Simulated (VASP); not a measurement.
Crystal: AlN.

```
Al N
1.0
     0.00000    2.18399    2.18399
     2.18399    0.00000    2.18399
     2.18399    2.18399    0.00000
Al N
1 1
Direct
  0.00000 0.00000 0.00000
  0.25000 0.25000 0.25000
```

```yaml
Program: VASP 6.6.1
Task: relaxation of cell and atoms
Functional: PBE
Potentials_or_basis: VASP PAW PBE potentials, release 64 (Al, N)
Cutoff: 600 eV
k_mesh: 6 × 6 × 6
Occupations: gaussian, width 0.1 eV
Spin: no spin polarisation
```

At the start: pressure 4.5 GPa; volume 10.42 Å³/atom.

**Question.** How do energy, volume and symmetry change on relaxing?

**Answer.** Over 3 steps the energy falls by 3.2 meV/atom and the volume is 10.65 Å³/atom (+2.2 %); space group F-43m (No. 216, to 0.05 Å).

The path:
```
step  energy change (eV)  largest force (eV/Å)  pressure (GPa)  volume (Å³)
   1              0.0000                0.0000            4.47        20.83
   2             -0.0014                0.0000           -3.69        21.72
   3             -0.0064                0.0000            0.00        21.30
```

Final structure:
```
Al N
1.0
     0.00000    2.20018    2.20018
     2.20018    0.00000    2.20018
     2.20018    2.20018    0.00000
Al N
1 1
Direct
  0.00000 0.00000 0.00000
  0.25000 0.25000 0.25000
```
